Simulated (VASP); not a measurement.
Here is a VASP 6.6.1 calculation.

Contents of POSCAR:

```
Mo
1.0
    0.0000000000      2.0150000000      2.0150000000
    2.0150000000      0.0000000000      2.0150000000
    2.0150000000      2.0150000000      0.0000000000
Mo
1
Direct
    0.0000000000      0.0000000000      0.0000000000
```

File INCAR.step1:

```
PREC = Accurate
ENCUT = 520
ISMEAR = 0
SIGMA = 0.15
LREAL = False
LASPH = True
NELM = 100
NBANDS = 13
GGA = PE
ALGO = Normal
EDIFF = 1E-4
LWAVE = True
LCHARG = False
```

File INCAR.step2:

```
PREC = Accurate
ENCUT = 520
EDIFF = 1E-6
ISMEAR = 0
SIGMA = 0.15
LREAL = False
LASPH = True
NELM = 100
ALGO = Normal
ISIF = 2
LWAVE = False
LCHARG = False
METAGGA = R2SCAN
LMIXTAU = True
NBANDS = 13
ISTART = 1
```

File KPOINTS:

```
Automatic mesh
0
Gamma
  20 20 20
```

Potentials or basis: VASP PAW PBE potentials, release 64 (Mo_sv).

Command:

```bash
$ cat potpaw_PBE.64/Mo_sv/POTCAR > POTCAR
$ cp INCAR.step1 INCAR
$ mpirun -np 1 vasp_std > vasp.out
$ cp INCAR.step2 INCAR
$ mpirun -np 1 vasp_std > vasp.out
```

Task: Predict the band gap on the k mesh.

Result: Zero (band 7 reaches 15.41 eV, above the bottom of band 8 at 10.70 eV).

Task: Predict the pressure.

Result: -6.5 GPa.

Caveat: the PAW data sets were made with another functional, which shifts forces and pressure a little.
